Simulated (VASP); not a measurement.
**Co: single point with PBE**

Co:

```xyz
1
Lattice="-1.3830 1.3830 1.3830 1.3830 -1.3830 1.3830 1.3830 1.3830 -1.3830" Properties=species:S:1:pos:R:3 pbc="T T T"
Co    0.0000    0.0000    0.0000
```

```
Program             : VASP 6.6.1
Task                : single point
Functional          : PBE
Potentials or basis : VASP PAW PBE potentials, release 64 (Co)
Cutoff              : 520 eV
k mesh              : 26 × 26 × 26
Occupations         : fermi-dirac, width 0.1 eV
Spin                : no spin polarisation
```

* Pressure: -0.8 GPa

Levels at points of the mesh, in eV from the Fermi level:
```
           k point  band 1  band 2  band 3  band 4  band 5  band 6  band 7  band 8  band 9  band 10
(0.00, 0.00, 0.00)   -8.90   -1.82   -1.82   -1.82   -0.28   -0.28   26.05   26.05   26.05    31.67
(0.50, 0.00, 0.00)   -4.62   -2.94   -0.32   -0.08    0.41    0.89    7.71   19.15   21.04    24.57
(0.50, 0.50, 0.50)   -4.28   -4.28    0.62    0.62    0.62   10.28   10.28   10.28   16.43    16.43
```

Run time: 47 s on 1 thread of Intel Xeon 6975P-C, with other jobs on the host, peak memory 0.17 GiB.

Caveat: the run has no spin polarisation, though such a crystal can be magnetic. Spin polarisation is off, so any magnetic state and its effect on volume and gap are missing.
